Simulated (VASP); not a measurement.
# RbW (P-6m2) in VASP: notebook, part 2 of 2

VASP 6.6.1.

**3. Single point, PBE (volume scaled by 0.96)**

INCAR reads:

```
ALGO     = Fast           # electronic algorithm
EDIFF    = 1E-6           # SCF threshold, eV
ENCUT    = 520            # plane-wave cutoff, eV
GGA      = PE             # functional
ISIF     = 2              # what is computed and relaxed
ISMEAR   = -1             # smearing method
LASPH    = T              # aspherical terms in the spheres
LCHARG   = F              # write CHGCAR
LREAL    = F              # projectors in reciprocal space
LWAVE    = F              # write WAVECAR
NBANDS   = 18             # bands
NELM     = 80             # most SCF steps
PREC     = Accurate       # precision mode
SIGMA    = 0.05           # smearing width, eV
```

KPOINTS reads:

```
k-points
0
Gamma
  9 9 5
```

POSCAR reads:

```
RbW
1.0
    3.4986893818      0.0000000000      0.0000000000
   -1.7493446860      3.0299538840      0.0000000000
    0.0000000000      0.0000000000      5.4198903397
Rb W
1 1
Direct
    0.0000000000      0.0000000000      0.5000000000
    0.6666666700      0.3333333300      0.0000000000
```

Potentials or basis: VASP PAW PBE potentials, release 64 (Rb_sv, W_sv).

On the command line:

```console
$ cat potpaw_PBE.64/Rb_sv/POTCAR potpaw_PBE.64/W_sv/POTCAR > POTCAR
$ mpirun -np 1 vasp_std > vasp.out
```

OUTCAR:

```text
EDIFF = 1E-6
   ENCUT = 520
   GGA = PE
   ISIF = 2
   ISMEAR = -1
   LASPH = T
   LREAL = F
   NELM = 80
   PREC = Accurate

 ion  position               nearest neighbor table
   1  0.000  0.000  0.500-   2 3.38   2 3.38   2 3.38   2 3.38   2 3.38   2 3.38
   2  0.667  0.333  0.000-   1 3.38   1 3.38   1 3.38   1 3.38   1 3.38   1 3.38

  LATTYP: Found a hexagonal cell.
 ALAT       =     3.4986893818
 C/A-ratio  =     1.5491201842

  Lattice vectors:

 A1 = (   3.4986893818,   0.0000000000,   0.0000000000)
 A2 = (  -1.7493446860,   3.0299538840,   0.0000000000)
 A3 = (   0.0000000000,   0.0000000000,   5.4198903397)

Analysis of symmetry for initial positions (statically):
=====================================================================
 Subroutine PRICEL returns:
 Original cell was already a primitive cell.

 Routine SETGRP: Setting up the symmetry group for a
 hexagonal supercell.

 Subroutine GETGRP returns: Found 12 space group operations
[... 154 lines left out ...]
   NGX = 13   NGY = 13   NGZ = 21

 number of electron      23.0000001 magnetization

 Free energy of the ion-electron system (eV)
  ---------------------------------------------------
  ext. energy  EPLUGINS =         0.00000000
  ---------------------------------------------------
  free energy    TOTEN  =        -8.25085770 eV

  energy without entropy =       -8.21961284  energy(sigma->0) =       -8.23523527

 E-fermi :   3.6698     XC(G=0):  -9.8101

 val. band max:        3.6678494907   @ k =   0.2222  -0.0000   0.4000
 cond. band min:       3.6749665469   @ k =   0.3333   0.1111   0.2000
 fundamental gap:      0.0071170562
 Fermi energy:         3.6697908175

 k-point     1 :       0.0000    0.0000    0.0000
  band No.  band energies     occupation
      1     -70.4657      2.00000
      2     -34.5485      2.00000
      3     -34.5485      2.00000
      4     -34.5311      2.00000
      5     -23.6789      2.00000
      6      -7.9039      2.00000
[... 481 lines left out ...]
      5     -23.4028      2.00000
      6      -8.2781      2.00000
[... 10 lines left out ...]
     17       8.7481      0.00000
     18       9.5303      0.00000

 [... further k-points ...]
[... 5 lines left out ...]
  --------------------------------------------------------------------------------------
  -------------------------------------------------------------------------------------
  Total       -5.1613371     -5.1613371      4.1998940     -0.0000000      0.0000000     -0.0000000
  in kB     -143.9265446   -143.9265445    117.1162098     -0.0000002      0.0000000     -0.0000000
  external PRESSURE =     -56.9122931 kB  Pullay stress =       0.0000000 kB

 VOLUME and BASIS-vectors are now :
 -----------------------------------------------------------------------------
  energy-cutoff  :      520.00
  volume of cell :       57.46
      direct lattice vectors                 reciprocal lattice vectors
     3.498689382  0.000000000  0.000000000     0.285821315  0.165019013  0.000000000
    -1.749344686  3.029953884  0.000000000     0.000000000  0.330038026  0.000000000
     0.000000000  0.000000000  5.419890340     0.000000000  0.000000000  0.184505578

 POSITION                                       TOTAL-FORCE (eV/Angst)
 -----------------------------------------------------------------------------------
      0.00000      0.00000      2.70995         0.000000     -0.000000      0.000000
      1.74934      1.00998      0.00000        -0.000000      0.000000      0.000000
 -----------------------------------------------------------------------------------
    total drift:                               -0.000022      0.000013     -0.000000

  FREE ENERGIE OF THE ION-ELECTRON SYSTEM (eV)
  ---------------------------------------------------
  free  energy   TOTEN  =        -8.2508577027 eV

  energy  without entropy=       -8.2196128369  energy(sigma->0) =       -8.23523527
```

OSZICAR:

```text
N       E                     dE             d eps       ncg     rms          rms(c)
DAV:   1     0.177054653054E+03    0.17705E+03   -0.12938E+04  1392   0.121E+03
DAV:   2    -0.617106697485E+00   -0.17767E+03   -0.17443E+03  1518   0.334E+02
DAV:   3    -0.868385972451E+01   -0.80668E+01   -0.79660E+01  1894   0.647E+01
[... 21 lines left out ...]
RMM:  25    -0.825085326288E+01   -0.17170E-05   -0.19073E-05   858   0.113E-02    0.102E-03
RMM:  26    -0.825085458828E+01   -0.13254E-05   -0.14779E-05   812   0.104E-02    0.111E-03
RMM:  27    -0.825085580238E+01   -0.12141E-05   -0.13443E-05   791   0.957E-03    0.124E-03
RMM:  28    -0.825085681003E+01   -0.10077E-05   -0.11116E-05   779   0.888E-03    0.134E-03
RMM:  29    -0.825085770266E+01   -0.89263E-06   -0.97513E-06   780   0.825E-03
   1 F= -.82508577E+01 E0= -.82352353E+01  d E =-.312449E-01
```

Run time: 2.3 min. Hardware: 1 thread of Intel Xeon 8259CL, shared host; peak memory 0.2 GiB.

Results:

- Free energy: -8.2509 eV
- Pressure: -5.7 GPa

Levels at points of the mesh, in eV from the Fermi level:
| k point | band 9 | band 10 | band 11 | band 12 | band 13 | band 14 |
| --- | --- | --- | --- | --- | --- | --- |
| (0.00, 0.00, 0.00) | -4.87 | -1.19 | 0.04 | 0.04 | 1.05 | 1.05 |

Caveat: the cell differs from its parent crystal (volume scaled by 0.96); spin-orbit coupling is left out, which moves the levels of the heavy elements.

**4. Single point, PBE (volume scaled by 0.98)**

INCAR reads:

```
SYSTEM = RbW
ALGO = Normal ; EDIFF = 1E-6
ENCUT = 520 ; GGA = PE
ISIF = 2 ; ISMEAR = -1
LASPH = .TRUE. ; LCHARG = .FALSE.
LREAL = .FALSE. ; LWAVE = .FALSE.
NBANDS = 18 ; NELM = 100
PREC = Accurate ; SIGMA = 0.05
```

KPOINTS reads:

```
k-points
0
G
  9 9 5
  0 0 0
```

POSCAR reads:

```
RbW
1.0
    3.5228190366      0.0000000000      0.0000000000
   -1.7614095133      3.0508507781      0.0000000000
    0.0000000000      0.0000000000      5.4572700750
Rb W
1 1
Direct
    0.0000000000      0.0000000000      0.5000000000
    0.6666666700      0.3333333300      0.0000000000
```

On the command line:

```console
$ cat potpaw_PBE.64/Rb_sv/POTCAR potpaw_PBE.64/W_sv/POTCAR > POTCAR
$ mpirun -np 1 vasp_std > vasp.out
```

Run time: 56 s. Hardware: 1 thread of Intel Xeon 8259CL, shared host; peak memory 0.19 GiB.

Results (log left out):

```yaml
Free_energy: -8.2069 eV
Pressure: -6.1 GPa
```

Stress tensor (GPa, compression positive):
```
-14.42   0.00   0.00
  0.00 -14.42   0.00
  0.00   0.00  10.55
```

Levels at points of the mesh, in eV from the Fermi level:
```
           k point  band 9  band 10  band 11  band 12  band 13  band 14
(0.00, 0.00, 0.00)   -4.81    -1.16     0.04     0.04     1.03     1.03
```

Caveat: the cell differs from its parent crystal (volume scaled by 0.98); spin-orbit coupling is left out, which moves the levels of the heavy elements.

**5. Single point, PBE**

This run uses another cell than the first one, of 29.92 Å³/atom, 1.064 times its volume.

INCAR reads:

```
PREC = Accurate ; ENCUT = 520
EDIFF = 1E-6 ; ISMEAR = -1
SIGMA = 0.05 ; LREAL = F
LASPH = T ; NELM = 100
ALGO = Normal ; ISIF = 2
LWAVE = F ; LCHARG = T
GGA = PE ; LELF = T
LVHAR = T ; NBANDS = 18
```

KPOINTS reads:

```
regular mesh
0
Gamma
  9 9 5
```

POSCAR reads:

```
RbW
1.0
    3.5466225900      0.0000000000      0.0000000000
   -1.7733112900      3.0714652600      0.0000000000
    0.0000000000      0.0000000000      5.4941446400
Rb W
1 1
Direct
    0.0000000000      0.0000000000      0.5000000000
    0.6666666700      0.3333333300      0.0000000000
```

Potentials or basis: VASP PAW PBE potentials, release 64 (Rb_sv, W_sv).

On the command line:

```console
$ cat potpaw_PBE.64/Rb_sv/POTCAR potpaw_PBE.64/W_sv/POTCAR > POTCAR
$ mpirun -np 1 vasp_std > vasp.out
```

OUTCAR:

```text
PREC = Accurate
   ENCUT = 520
   EDIFF = 1E-6
   ISMEAR = -1
   LREAL = F
   LASPH = T
   NELM = 100
   ISIF = 2
   GGA = PE

 ion  position               nearest neighbor table
   1  0.000  0.000  0.500-   2 3.43   2 3.43   2 3.43   2 3.43   2 3.43   2 3.43
   2  0.667  0.333  0.000-   1 3.43   1 3.43   1 3.43   1 3.43   1 3.43   1 3.43

  LATTYP: Found a hexagonal cell.
 ALAT       =     3.5466225900
 C/A-ratio  =     1.5491201842

  Lattice vectors:

 A1 = (   3.5466225900,   0.0000000000,   0.0000000000)
 A2 = (  -1.7733112900,   3.0714652600,   0.0000000000)
 A3 = (   0.0000000000,   0.0000000000,   5.4941446400)

Analysis of symmetry for initial positions (statically):
=====================================================================
 Subroutine PRICEL returns:
 Original cell was already a primitive cell.

 Routine SETGRP: Setting up the symmetry group for a
 hexagonal supercell.

 Subroutine GETGRP returns: Found 12 space group operations
 (whereof 12 operations were pure point group operations)
 out of a pool of 24 trial point group operations.

The static configuration has the point symmetry D_3h.

Analysis of symmetry for dynamics (positions and initial velocities):
=====================================================================
 Subroutine PRICEL returns:
 Original cell was already a primitive cell.

 Routine SETGRP: Setting up the symmetry group for a
 hexagonal supercell.

 Subroutine GETGRP returns: Found 12 space group operations
 (whereof 12 operations were pure point group operations)
 out of a pool of 24 trial point group operations.

The dynamic configuration has the point symmetry D_3h.

 Subroutine INISYM returns: Found 12 space group operations
[... 103 lines left out ...]
   ISIF   =      2    stress and relaxation
   ISYM   =      2    0-nonsym 1-usesym 2-fastsym
   POTIM  = 0.5000    time-step for ionic-motion
   TEBEG  =    0.0;   TEEND  =   0.0 temperature during run
   PSTRESS=    0.0 pullay stress
   NELECT =      23.0000    total number of electrons
   NUPDOWN=      -1.0000    fix difference up-down
   EMIN   =  10.00;   EMAX   =-10.00  energy-range for DOS
   EFERMI =   0.00;   METHOD = LEGACY
   ISMEAR =    -1;   SIGMA  =   0.05  broadening in eV -4-tet -1-fermi 0-gaus
   EFERMI_NEDOS =   21; number of points for ismear=-14 and -15
   IALGO  =     38    algorithm
   IMIX   =      4    mixing-type and parameters
     AMIX     =   0.40;   BMIX     =  1.00
     AMIX_MAG =   1.60;   BMIX_MAG =  1.00
  volume/ion in A,a.u.               =      29.92       201.94
  Fermi-wavevector in a.u.,A,eV,Ry     =   1.190229  2.249207 19.274629  1.416645
  Thomas-Fermi vector in A             =   2.326318
   LORBIT       =      0    0 simple, 1 ext, 2 COOP (PROOUT), +10 PAW based schemes
   GGA     = PE    functional components
   LHFCALC =     F    Hartree Fock is set to
   AEXX    =    0.0000 exact exchange contribution
   IVDW    =     0    specifies the selected vdW correction
   LEPSILON=     F    determine dielectric tensor
   LRPA    =     F    only Hartree local field effects (RPA)
 non-spin polarized calculation
  energy-cutoff  :      520.00
  volume of cell :       59.85
 maximum number of plane-waves:      1641
 NGX is ok and might be reduce to    28
   NGX = 13   NGY = 13   NGZ = 21

 number of electron      23.0000001 magnetization

 Free energy of the ion-electron system (eV)
  ---------------------------------------------------
  ext. energy  EPLUGINS =         0.00000000
  ---------------------------------------------------
  free energy    TOTEN  =        -8.16011389 eV

  energy without entropy =       -8.12712695  energy(sigma->0) =       -8.14362042

 E-fermi :   3.3942     XC(G=0):  -9.6236

 val. band max:        3.3864600924   @ k =   0.0000   0.0000   0.4000
 cond. band min:       3.4057016320   @ k =   0.3333   0.1111   0.2000
 fundamental gap:      0.0192415396
 Fermi energy:         3.3941847358

 k-point     1 :       0.0000    0.0000    0.0000
  band No.  band energies     occupation
      1     -70.7691      2.00000
      2     -34.8595      2.00000
      3     -34.8595      2.00000
      4     -34.8218      2.00000
      5     -23.9230      2.00000
      6      -8.1268      2.00000
[... 481 lines left out ...]
      5     -23.6832      2.00000
      6      -8.4887      2.00000
[... 10 lines left out ...]
     17       8.2524      0.00000
     18       9.1260      0.00000

 [... further k-points ...]
[... 5 lines left out ...]
  --------------------------------------------------------------------------------------
  -------------------------------------------------------------------------------------
  Total       -5.3878299     -5.3878299      3.5415702     -0.0000000      0.0000000     -0.0000000
  in kB     -144.2327170   -144.2327169     94.8081704     -0.0000002      0.0000000     -0.0000000
  external PRESSURE =     -64.5524212 kB  Pullay stress =       0.0000000 kB

 VOLUME and BASIS-vectors are now :
 -----------------------------------------------------------------------------
  energy-cutoff  :      520.00
  volume of cell :       59.85
      direct lattice vectors                 reciprocal lattice vectors
     3.546622590  0.000000000  0.000000000     0.281958391  0.162788753  0.000000000
    -1.773311290  3.071465260  0.000000000     0.000000000  0.325577506  0.000000000
     0.000000000  0.000000000  5.494144640     0.000000000  0.000000000  0.182011954

 POSITION                                       TOTAL-FORCE (eV/Angst)
 -----------------------------------------------------------------------------------
      0.00000      0.00000      2.74707         0.000000      0.000000      0.000000
      1.77331      1.02382      0.00000        -0.000000      0.000000      0.000000
 -----------------------------------------------------------------------------------
    total drift:                               -0.000022      0.000013     -0.000000

  FREE ENERGIE OF THE ION-ELECTRON SYSTEM (eV)
  ---------------------------------------------------
  free  energy   TOTEN  =        -8.1601138948 eV

  energy  without entropy=       -8.1271269492  energy(sigma->0) =       -8.14362042
```

stdout:

```text
POSCAR found type information on POSCAR RbW
 POSCAR found :  2 types and       2 ions
 scaLAPACK will be used
 LDA part: xc-table for (Slater+PW92), standard interpolation
 POSCAR, INCAR and KPOINTS ok, starting setup
 FFT: planning ... GRIDC
 FFT: planning ... GRID_SOFT
 FFT: planning ... GRID
 WAVECAR not read
 entering main loop
```

It took 56 s on 1 thread of Intel Xeon 8259CL, shared host; peak memory 0.19 GiB.

Results:

| Item | Value |
| --- | --- |
| Free energy | -8.1601 eV |
| Pressure | -6.5 GPa |

Stress tensor (GPa, compression positive):
```
-14.42   0.00   0.00
  0.00 -14.42   0.00
  0.00   0.00   9.48
```

Caveat: spin-orbit coupling is left out, which moves the levels of the heavy elements.

**6. Summary**

| cell | gap on the mesh (eV) | pressure (GPa) |
| --- | --- | --- |
| a = 3.474, b = 3.474, c = 5.382 Å, angles 90.0, 90.0, 120.0°, 2 atoms | none | -5.2 |
| a = 3.499, b = 3.499, c = 5.420 Å, angles 90.0, 90.0, 120.0°, 2 atoms | none | -5.7 |
| a = 3.523, b = 3.523, c = 5.457 Å, angles 90.0, 90.0, 120.0°, 2 atoms | none | -6.1 |
| a = 3.547, b = 3.547, c = 5.494 Å, angles 90.0, 90.0, 120.0°, 2 atoms | none | -6.5 |

Alike in all rows: task single point; level PBE; potentials or basis VASP PAW PBE potentials, release 64 (Rb_sv, W_sv); no spin polarisation; k mesh 9 × 9 × 5; cutoff (eV) 520; smearing fermi-dirac 0.05 eV.

Caveats: spin-orbit coupling is left out, which moves the levels of the heavy elements.

Absolute energies hang on the potentials; compare differences alone.
